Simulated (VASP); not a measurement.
# Sb (R-3m) in VASP: notebook, part 2 of 2

VASP 6.6.1. The steps go on from the part before.

**3. Single point, r2SCAN**

Input file POSCAR:

```
Sb
1.0
    2.1706020527      1.2531976795      3.8710910875
   -2.1706020527      1.2531976795      3.8710910875
    0.0000000000     -2.5063953589      3.8710910875
Sb
2
Direct
    0.2313018333      0.2313018333      0.2313018333
    0.7686981667      0.7686981667      0.7686981667
```

Input file INCAR.step1:

```
SYSTEM = Sb
ALGO = Normal ; EDIFF = 1E-4
ENCUT = 520 ; GGA = PE
ISMEAR = 0 ; LASPH = .True.
LCHARG = .False. ; LREAL = .False.
LWAVE = .True. ; NBANDS = 12
NELM = 100 ; PREC = Accurate
SIGMA = 0.03
```

Input file INCAR.step2:

```
SYSTEM = Sb
ALGO = Normal ; EDIFF = 1E-6
ENCUT = 520 ; ISIF = 2
ISMEAR = 0 ; ISTART = 1
LASPH = .True. ; LCHARG = .False.
LMIXTAU = .True. ; LREAL = .False.
LWAVE = .False. ; METAGGA = R2SCAN
NBANDS = 12 ; NELM = 100
PREC = Accurate ; SIGMA = 0.03
```

Input file KPOINTS:

```
k-points
0
Gamma
  9 9 9
  0 0 0
```

Potentials or basis: VASP PAW PBE potentials, release 64 (Sb).

Run with:

```sh
> cat potpaw_PBE.64/Sb/POTCAR > POTCAR
> cp INCAR.step1 INCAR
> mpirun -np 1 vasp_std > vasp.out
> cp INCAR.step2 INCAR
> mpirun -np 1 vasp_std > vasp.out
```

OUTCAR:

```text
SYSTEM = Sb
   EDIFF = 1E-6
   ENCUT = 520
   ISIF = 2
   ISMEAR = 0
   ISTART = 1
   LASPH = .True.
   LREAL = .False.
   METAGGA = R2SCAN
   NELM = 100
   PREC = Accurate

 ion  position               nearest neighbor table
   1  0.231  0.231  0.231-   2 2.92   2 2.92   2 2.92   2 3.45   2 3.45   2 3.45
   2  0.769  0.769  0.769-   1 2.92   1 2.92   1 2.92   1 3.45   1 3.45   1 3.45

  LATTYP: Found a trigonal (rhomboedric) cell.
 ALAT       =     4.6116552238
 COS(alpha) =     0.5569255040

  Lattice vectors:

 A1 = (   2.1706020527,   1.2531976795,   3.8710910875)
 A2 = (  -2.1706020527,   1.2531976795,   3.8710910875)
 A3 = (   0.0000000000,  -2.5063953589,   3.8710910875)

Analysis of symmetry for initial positions (statically):
=====================================================================
 Subroutine PRICEL returns:
 Original cell was already a primitive cell.

 Routine SETGRP: Setting up the symmetry group for a
 trigonal (rhombohedral) supercell.

 Subroutine GETGRP returns: Found 12 space group operations
 (whereof 12 operations were pure point group operations)
 out of a pool of 12 trial point group operations.

The static configuration has the point symmetry D_3d.

Analysis of symmetry for dynamics (positions and initial velocities):
=====================================================================
 Subroutine PRICEL returns:
 Original cell was already a primitive cell.

 Routine SETGRP: Setting up the symmetry group for a
 trigonal (rhombohedral) supercell.

 Subroutine GETGRP returns: Found 12 space group operations
 (whereof 12 operations were pure point group operations)
 out of a pool of 12 trial point group operations.

The dynamic configuration has the point symmetry D_3d.

 Subroutine INISYM returns: Found 12 space group operations
 (whereof 12 operations are pure point group operations),
 and found     1 'primitive' translations

[... 123 lines left out ...]
   LEPSILON=     F    determine dielectric tensor
   LRPA    =     F    only Hartree local field effects (RPA)
 non-spin polarized calculation
 Gauss-broadening in eV      SIGMA  =   0.03
  energy-cutoff  :      520.00
  volume of cell :       63.18
 maximum number of plane-waves:      1715
   NGX = 17   NGY = 17   NGZ = 17

 number of electron      10.0000000 magnetization

 Free energy of the ion-electron system (eV)
  ---------------------------------------------------
  ext. energy  EPLUGINS =         0.00000000
  ---------------------------------------------------
  free energy    TOTEN  =       -51.39831319 eV

  energy without entropy =      -51.39831079  energy(sigma->0) =      -51.39831199

 E-fermi :   6.7364     XC(G=0):  -9.7779

 val. band max:        6.6709916136   @ k =   0.3333   0.2222   0.2222
 cond. band min:       6.8018164659   @ k =   0.4444   0.0000   0.0000
 fundamental gap:      0.1308248522
 Fermi energy:         6.7364040628

 k-point     1 :       0.0000    0.0000    0.0000
  band No.  band energies     occupation
      1      -6.3497      2.00000
      2       1.6555      2.00000
      3       4.4799      2.00000
      4       4.7955      2.00000
      5       4.7955      2.00000
      6       8.6150      0.00000
      7       9.3503      0.00000
      8       9.3503      0.00000
      9      12.2973      0.00000
     10      12.2973      0.00000
     11      12.5207      0.00000
     12      13.8829      0.00000
[... 331 lines left out ...]
 k-point    24 :       0.4444    0.4444    0.0000
  band No.  band energies     occupation
      1      -4.1499      2.00000
      2      -1.5414      2.00000
      3       1.4864      2.00000
      4       2.9739      2.00000
      5       3.0235      2.00000
      6       8.4617      0.00000
      7      11.5320      0.00000
      8      12.4022      0.00000
      9      13.1174      0.00000
     10      15.5216      0.00000
     11      16.7563      0.00000
     12      17.6523      0.00000

 [... further k-points ...]

------------------------ aborting loop because EDIFF is reached ----------------------------------------

  FORCE on cell =-STRESS in cart. coord.  units (eV):
  Direction    XX          YY          ZZ          XY          YZ          ZX
  --------------------------------------------------------------------------------------
  -------------------------------------------------------------------------------------
  Total        0.0758189      0.0758189      0.0176698      0.0000000      0.0000000      0.0000000
  in kB        1.9226659      1.9226659      0.4480825      0.0000000      0.0000000      0.0000000
  external PRESSURE =       1.4311381 kB  Pullay stress =       0.0000000 kB

 VOLUME and BASIS-vectors are now :
 -----------------------------------------------------------------------------
  energy-cutoff  :      520.00
  volume of cell :       63.18
      direct lattice vectors                 reciprocal lattice vectors
     2.170602053  1.253197679  3.871091087     0.230350837  0.132993118  0.086108367
    -2.170602053  1.253197679  3.871091087    -0.230350837  0.132993118  0.086108367
     0.000000000 -2.506395359  3.871091087     0.000000000 -0.265986236  0.086108367

 POSITION                                       TOTAL-FORCE (eV/Angst)
 -----------------------------------------------------------------------------------
      0.00000      0.00000      2.68617         0.000000      0.000000      0.048056
      0.00000      0.00000      8.92710         0.000000     -0.000000     -0.048056
 -----------------------------------------------------------------------------------
    total drift:                                0.000000     -0.000000      0.000000

  FREE ENERGIE OF THE ION-ELECTRON SYSTEM (eV)
  ---------------------------------------------------
  free  energy   TOTEN  =       -51.3983131859 eV

  energy  without entropy=      -51.3983107856  energy(sigma->0) =      -51.39831199
```

OSZICAR.step1:

```text
N       E                     dE             d eps       ncg     rms          rms(c)
DAV:   1     0.353978247641E+02    0.35398E+02   -0.35467E+03  2040   0.655E+02
DAV:   2    -0.621290812678E+01   -0.41611E+02   -0.40008E+02  2716   0.106E+02
DAV:   3    -0.825872870296E+01   -0.20458E+01   -0.20350E+01  2528   0.261E+01
DAV:   4    -0.827679478998E+01   -0.18066E-01   -0.18065E-01  2364   0.299E+00
DAV:   5    -0.827703316118E+01   -0.23837E-03   -0.23837E-03  2528   0.374E-01    0.290E+00
DAV:   6    -0.827514817071E+01    0.18850E-02   -0.29987E-03  2364   0.352E-01    0.175E+00
DAV:   7    -0.827427736004E+01    0.87081E-03   -0.70952E-03  2428   0.536E-01    0.779E-02
DAV:   8    -0.827439887401E+01   -0.12151E-03   -0.24916E-04  2468   0.944E-02    0.269E-02
DAV:   9    -0.827443441758E+01   -0.35544E-04   -0.50117E-05  1676   0.427E-02
   1 F= -.82744344E+01 E0= -.82744328E+01  d E =-.333226E-05
```

Wall time 1.8 min (1 thread of Intel Xeon 6975P-C (Granite Rapids), shared host); peak memory 0.24 GiB.

What came out:

```
Free energy            : -51.3983 eV
Pressure               : 0.1 GPa
Largest force          : 0.048 eV/Å
Band gap on the k mesh : 0.13 eV, indirect (least direct gap 0.58 eV)
```

Forces in eV/Å, atoms in the order of the input:
```
Sb   0.000  0.000  0.048
Sb   0.000  0.000 -0.048
```

Stress tensor (GPa, compression positive):
```
0.19 0.00 0.00
0.00 0.19 0.00
0.00 0.00 0.04
```

Caveat: the PAW data sets were made with another functional, which shifts forces and pressure a little; spin-orbit coupling is left out, which moves the levels of the heavy elements. A k mesh can miss the band edges.
